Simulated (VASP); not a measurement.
# RbCl (Fm-3m) in VASP: a series of runs

The runs below take RbCl through single point, with PBEsol, PBE+D4, PBE.

Everything below comes from runs of VASP 6.6.1. Logs are shortened: lines on timing, memory, paths and dates and some standing lists are left out, and cuts for length are marked.

**1. The cell of the first run**

The structure is cubic, space group Fm-3m (No. 225). Conventional cell: a = 6.617 Å, b = 6.617 Å, c = 6.617 Å, α = 90.00°, β = 90.00°, γ = 90.00°. Rb (site symmetry m-3m) has 6 Cl at 3.31 Å within 4.4 Å. Cl (site symmetry m-3m) has 6 Rb at 3.31 Å within 4.4 Å.

**2. Single point, PBEsol**

INCAR reads:

```
SYSTEM = RbCl
ALGO     = Normal         ! electronic algorithm
EDIFF    = 1E-6           ! SCF threshold, eV
ENCUT    = 500            ! plane-wave cutoff, eV
GGA      = PS             ! functional
GGA_COMPAT= .False.      
ISIF     = 2              ! what is computed and relaxed
ISMEAR   = 0              ! smearing method
LASPH    = .True.         ! aspherical terms in the spheres
LCHARG   = .True.         ! write CHGCAR
LELF     = .True.         ! ELF
LREAL    = .False.        ! projectors in reciprocal space
LVHAR    = .True.       
LWAVE    = .False.        ! write WAVECAR
NBANDS   = 15             ! bands
NELM     = 120            ! most SCF steps
PREC     = Accurate       ! precision mode
SIGMA    = 0.1            ! smearing width, eV
```

KPOINTS reads:

```
k-points
0
Gamma
  4 4 4
  0 0 0
```

POSCAR reads:

```
RbCl
1.0
    0.0000000000      3.3087073290      3.3087073290
    3.3087073290      0.0000000000      3.3087073290
    3.3087073290      3.3087073290      0.0000000000
Rb Cl
1 1
Direct
    0.0000000000      0.0000000000      0.0000000000
    0.5000000000      0.5000000000      0.5000000000
```

Potentials or basis: VASP PAW PBE potentials, release 64 (Rb_sv, Cl).

On the command line:

```
$ cat potpaw_PBE.64/Rb_sv/POTCAR potpaw_PBE.64/Cl/POTCAR > POTCAR
$ mpirun -np 1 vasp_std > vasp.out
```

OUTCAR:

```text
SYSTEM = RbCl
   EDIFF = 1E-6
   ENCUT = 500
   GGA = PS
   ISIF = 2
   ISMEAR = 0
   LASPH = .True.
   LREAL = .False.
   NELM = 120
   PREC = Accurate

 ion  position               nearest neighbor table
   1  0.000  0.000  0.000-   2 3.31   2 3.31   2 3.31   2 3.31   2 3.31   2 3.31
   2  0.500  0.500  0.500-   1 3.31   1 3.31   1 3.31   1 3.31   1 3.31   1 3.31

  LATTYP: Found a face centered cubic cell.
 ALAT       =     6.6174146580

  Lattice vectors:

 A1 = (   0.0000000000,   3.3087073290,   3.3087073290)
 A2 = (   3.3087073290,   0.0000000000,   3.3087073290)
 A3 = (   3.3087073290,   3.3087073290,   0.0000000000)

Analysis of symmetry for initial positions (statically):
=====================================================================
 Subroutine PRICEL returns:
 Original cell was already a primitive cell.

 Routine SETGRP: Setting up the symmetry group for a
 face centered cubic supercell.

 Subroutine GETGRP returns: Found 48 space group operations
 (whereof 48 operations were pure point group operations)
 out of a pool of 48 trial point group operations.

The static configuration has the point symmetry O_h .

Analysis of symmetry for dynamics (positions and initial velocities):
=====================================================================
 Subroutine PRICEL returns:
 Original cell was already a primitive cell.

 Routine SETGRP: Setting up the symmetry group for a
 face centered cubic supercell.

 Subroutine GETGRP returns: Found 48 space group operations
 (whereof 48 operations were pure point group operations)
 out of a pool of 48 trial point group operations.

The dynamic configuration has the point symmetry O_h .

 Subroutine INISYM returns: Found 48 space group operations
 (whereof 48 operations are pure point group operations),
 and found     1 'primitive' translations

----------------------------------------------------------------------------------------

                                     Primitive cell

  volume of cell :      72.4444

  direct lattice vectors                    reciprocal lattice vectors
     0.000000000  3.308707329  3.308707329    -0.151116418  0.151116418  0.151116418
     3.308707329  0.000000000  3.308707329     0.151116418 -0.151116418  0.151116418
     3.308707329  3.308707329  0.000000000     0.151116418  0.151116418 -0.151116418

  length of vectors
     4.679218779  4.679218779  4.679218779     0.261741314  0.261741314  0.261741314

  position of ions in fractional coordinates (direct lattice)
     0.000000000  0.000000000  0.000000000
     0.500000000  0.500000000  0.500000000

  ion indices of the primitive-cell ions
   primitive index   ion index
                 1           1
                 2           2

----------------------------------------------------------------------------------------

 KPOINTS: k-points

Automatic generation of k-mesh.
 Grid dimensions read from file:
 generate k-points for:    4    4    4

 Generating k-lattice:

  Cartesian coordinates                     Fractional coordinates (reciprocal lattice)
    -0.037779105  0.037779105  0.037779105     0.250000000  0.000000000  0.000000000
     0.037779105 -0.037779105  0.037779105     0.000000000  0.250000000  0.000000000
     0.037779105  0.037779105 -0.037779105     0.000000000  0.000000000  0.250000000

  Length of vectors
     0.065435328  0.065435328  0.065435328

  Shift w.r.t. Gamma in fractional coordinates (k-lattice)
     0.000000000  0.000000000  0.000000000

 Subroutine IBZKPT returns following result:
 ===========================================

 Found      8 irreducible k-points:

 Following reciprocal coordinates:
            Coordinates               Weight
  0.000000  0.000000  0.000000      1.000000
  0.250000  0.000000  0.000000      8.000000
  0.500000  0.000000  0.000000      4.000000
  0.250000  0.250000  0.000000      6.000000
  0.500000  0.250000  0.000000     24.000000
 -0.250000  0.250000  0.000000     12.000000
  0.500000  0.500000  0.000000      3.000000
 -0.250000  0.500000  0.250000      6.000000
   k-points           NKPTS =      8   k-points in BZ     NKDIM =      8   number of bands    NBANDS=     15
   number of dos      NEDOS =    301   number of ions     NIONS =      2
   total plane-waves  NPLWV =  46656
   dimension x,y,z NGX =    36 NGY =   36 NGZ =   36
   dimension x,y,z NGXF=    72 NGYF=   72 NGZF=   72
   ions per type =               1   1
   NGX,Y,Z   is equivalent  to a cutoff of  12.79, 12.79, 12.79 a.u.
   NGXF,Y,Z  is equivalent  to a cutoff of  25.58, 25.58, 25.58 a.u.
 SYSTEM =  RbCl
   PREC   = accura    normal or accurate (medium, high low for compatibility)
   ISTART =      0    job   : 0-new  1-cont  2-samecut
   ICHARG =      2    charge: 1-file 2-atom 10-const
   ISPIN  =      1    spin polarized calculation?
   LNONCOLLINEAR =      F non collinear calculations
   LSORBIT =      F    spin-orbit coupling
   LASPH  =      T    aspherical Exc in radial PAW
   ENCUT  =  500.0 eV  36.75 Ry    6.06 a.u.   8.53  8.53  8.53*2*pi/ulx,y,z
   NELM   =    120;   NELMIN=  2; NELMDL= -5     # of ELM steps
   EDIFF  = 0.1E-05   stopping-criterion for ELM
   LREAL  =      F    real-space projection
   EDIFFG = 0.1E-04   stopping-criterion for IOM
   NSW    =      0    number of steps for IOM
   IBRION =     -1    ionic relax: 0-MD 1-quasi-New 2-CG
   NFREE  =      0    steps in history (QN), initial steepest desc. (CG)
   ISIF   =      2    stress and relaxation
   ISYM   =      2    0-nonsym 1-usesym 2-fastsym
   POTIM  = 0.5000    time-step for ionic-motion
   TEBEG  =    0.0;   TEEND  =   0.0 temperature during run
   PSTRESS=    0.0 pullay stress
   NELECT =      16.0000    total number of electrons
   NUPDOWN=      -1.0000    fix difference up-down
   EMIN   =  10.00;   EMAX   =-10.00  energy-range for DOS
   EFERMI =   0.00;   METHOD = LEGACY
   ISMEAR =     0;   SIGMA  =   0.10  broadening in eV -4-tet -1-fermi 0-gaus
   EFERMI_NEDOS =   21; number of points for ismear=-14 and -15
   IALGO  =     38    algorithm
   IMIX   =      4    mixing-type and parameters
     AMIX     =   0.40;   BMIX     =  1.00
     AMIX_MAG =   1.60;   BMIX_MAG =  1.00
  volume/ion in A,a.u.               =      36.22       244.44
  Fermi-wavevector in a.u.,A,eV,Ry     =   0.989570  1.870016 13.323486  0.979249
  Thomas-Fermi vector in A             =   2.121178
   LORBIT       =      0    0 simple, 1 ext, 2 COOP (PROOUT), +10 PAW based schemes
   GGA     = PS    functional components
   LHFCALC =     F    Hartree Fock is set to
   AEXX    =    0.0000 exact exchange contribution
   IVDW    =     0    specifies the selected vdW correction
   LEPSILON=     F    determine dielectric tensor
   LRPA    =     F    only Hartree local field effects (RPA)
 non-spin polarized calculation
 Gauss-broadening in eV      SIGMA  =   0.10
  energy-cutoff  :      500.00
  volume of cell :       72.44
 maximum number of plane-waves:      1856
 NGX is ok and might be reduce to    36
   NGX = 17   NGY = 17   NGZ = 17

 number of electron      16.0000002 magnetization

 Free energy of the ion-electron system (eV)
  ---------------------------------------------------
  ext. energy  EPLUGINS =         0.00000000
  ---------------------------------------------------
  free energy    TOTEN  =        -6.89108131 eV

  energy without entropy =       -6.89108131  energy(sigma->0) =       -6.89108131

 E-fermi :  -1.5833     XC(G=0):  -7.4548

 val. band max:       -2.0097910233   @ k =   0.0000   0.0000   0.0000
 cond. band min:       2.7864062654   @ k =   0.0000   0.0000   0.0000
 fundamental gap:      4.7961972887
 Fermi energy:        -1.5833012878

 k-point     1 :       0.0000    0.0000    0.0000
  band No.  band energies     occupation
      1     -25.9266      2.00000
      2     -13.9635      2.00000
      3      -9.9862      2.00000
      4      -9.9862      2.00000
      5      -9.9862      2.00000
      6      -2.0098      2.00000
      7      -2.0098      2.00000
      8      -2.0098      2.00000
      9       2.7864      0.00000
     10       5.8879      0.00000
     11       5.8879      0.00000
     12       5.8879      0.00000
     13       6.8552      0.00000
     14       6.8552      0.00000
     15       9.8579      0.00000

 k-point     2 :       0.2500    0.0000    0.0000
  band No.  band energies     occupation
      1     -25.9192      2.00000
      2     -13.9929      2.00000
      3      -9.9924      2.00000
      4      -9.9924      2.00000
      5      -9.9746      2.00000
      6      -2.4922      2.00000
      7      -2.1829      2.00000
      8      -2.1829      2.00000
      9       4.0420      0.00000
     10       5.6365      0.00000
     11       6.6390      0.00000
     12       6.6390      0.00000
     13       7.7097      0.00000
     14       7.7097      0.00000
     15      11.4923      0.00000

 k-point     3 :       0.5000    0.0000    0.0000
  band No.  band energies     occupation
      1     -25.9117      2.00000
      2     -14.0220      2.00000
      3      -9.9985      2.00000
      4      -9.9985      2.00000
      5      -9.9635      2.00000
      6      -2.8743      2.00000
      7      -2.3437      2.00000
      8      -2.3437      2.00000
      9       5.5371      0.00000
     10       5.8000      0.00000
     11       8.0216      0.00000
     12       8.0216      0.00000
     13       9.1916      0.00000
     14       9.1916      0.00000
     15       9.8309      0.00000

 k-point     4 :       0.2500    0.2500    0.0000
  band No.  band energies     occupation
      1     -25.9169      2.00000
      2     -13.9719      2.00000
      3     -10.0348      2.00000
      4     -10.0348      2.00000
      5     -10.0010      2.00000
      6      -2.5388      2.00000
      7      -2.0802      2.00000
      8      -2.0802      2.00000
      9       4.1477      0.00000
     10       4.7728      0.00000
     11       7.3330      0.00000
     12       7.3842      0.00000
     13       7.3842      0.00000
     14       8.1637      0.00000
     15      11.0440      0.00000

 k-point     5 :       0.5000    0.2500    0.0000
  band No.  band energies     occupation
      1     -25.9096      2.00000
      2     -13.9695      2.00000
      3     -10.1133      2.00000
      4     -10.0417      2.00000
      5     -10.0299      2.00000
      6      -2.5533      2.00000
      7      -2.2973      2.00000
      8      -2.2299      2.00000
      9       4.9572      0.00000
     10       5.7347      0.00000
     11       7.6546      0.00000
     12       8.0626      0.00000
     13       8.3396      0.00000
     14       8.8976      0.00000
     15       9.5655      0.00000

 k-point     6 :      -0.2500    0.2500    0.0000
  band No.  band energies     occupation
      1     -25.9119      2.00000
      2     -13.9908      2.00000
      3     -10.0974      2.00000
      4      -9.9994      2.00000
      5      -9.9760      2.00000
      6      -2.6873      2.00000
      7      -2.3270      2.00000
      8      -2.1904      2.00000
      9       5.1601      0.00000
     10       5.6202      0.00000
     11       7.3257      0.00000
     12       7.4129      0.00000
     13       8.2164      0.00000
     14       9.2070      0.00000
     15       9.6892      0.00000

 k-point     7 :       0.5000    0.5000    0.0000
  band No.  band energies     occupation
      1     -25.9075      2.00000
      2     -13.9153      2.00000
      3     -10.2354      2.00000
      4     -10.0839      2.00000
      5     -10.0839      2.00000
      6      -2.3415      2.00000
      7      -2.1154      2.00000
      8      -2.1154      2.00000
      9       4.0925      0.00000
     10       5.8619      0.00000
     11       7.4621      0.00000
     12       7.9553      0.00000
     13       8.2286      0.00000
     14       9.6250      0.00000
     15       9.6250      0.00000

 k-point     8 :      -0.2500    0.5000    0.2500
  band No.  band energies     occupation
      1     -25.9073      2.00000
      2     -13.9467      2.00000
      3     -10.1599      2.00000
      4     -10.1599      2.00000
      5      -9.9759      2.00000
      6      -2.4491      2.00000
      7      -2.2559      2.00000
      8      -2.2559      2.00000
      9       5.5269      0.00000
     10       5.5269      0.00000
     11       7.1555      0.00000
     12       7.1757      0.00000
     13       9.3658      0.00000
     14       9.6684      0.00000
     15      10.0987      0.00000

------------------------ aborting loop because EDIFF is reached ----------------------------------------

  FORCE on cell =-STRESS in cart. coord.  units (eV):
  Direction    XX          YY          ZZ          XY          YZ          ZX
  --------------------------------------------------------------------------------------
  -------------------------------------------------------------------------------------
  Total       -0.2284796     -0.2284796     -0.2284796      0.0000000     -0.0000000      0.0000000
  in kB       -5.0530421     -5.0530421     -5.0530421      0.0000000     -0.0000000      0.0000000
  external PRESSURE =      -5.0530421 kB  Pullay stress =       0.0000000 kB

 VOLUME and BASIS-vectors are now :
 -----------------------------------------------------------------------------
  energy-cutoff  :      500.00
  volume of cell :       72.44
      direct lattice vectors                 reciprocal lattice vectors
     0.000000000  3.308707329  3.308707329    -0.151116418  0.151116418  0.151116418
     3.308707329  0.000000000  3.308707329     0.151116418 -0.151116418  0.151116418
     3.308707329  3.308707329  0.000000000     0.151116418  0.151116418 -0.151116418

 POSITION                                       TOTAL-FORCE (eV/Angst)
 -----------------------------------------------------------------------------------
      0.00000      0.00000      0.00000         0.000000      0.000000      0.000000
      3.30871      3.30871      3.30871        -0.000000     -0.000000     -0.000000
 -----------------------------------------------------------------------------------
    total drift:                                0.000000      0.000000      0.000000

  FREE ENERGIE OF THE ION-ELECTRON SYSTEM (eV)
  ---------------------------------------------------
  free  energy   TOTEN  =        -6.8910813106 eV

  energy  without entropy=       -6.8910813105  energy(sigma->0) =       -6.89108131
```

Run time: 6.4 s. Hardware: 1 thread of Intel Xeon 6975P-C (Granite Rapids), shared host; peak memory 0.19 GiB.

Results:

```yaml
Free_energy: -6.8911 eV
Pressure: -0.5 GPa
Band_gap_on_the_k_mesh: 4.80 eV
```

Caveat: the PAW data sets were made with another functional, which shifts forces and pressure a little.

[end of part 1 of 2]
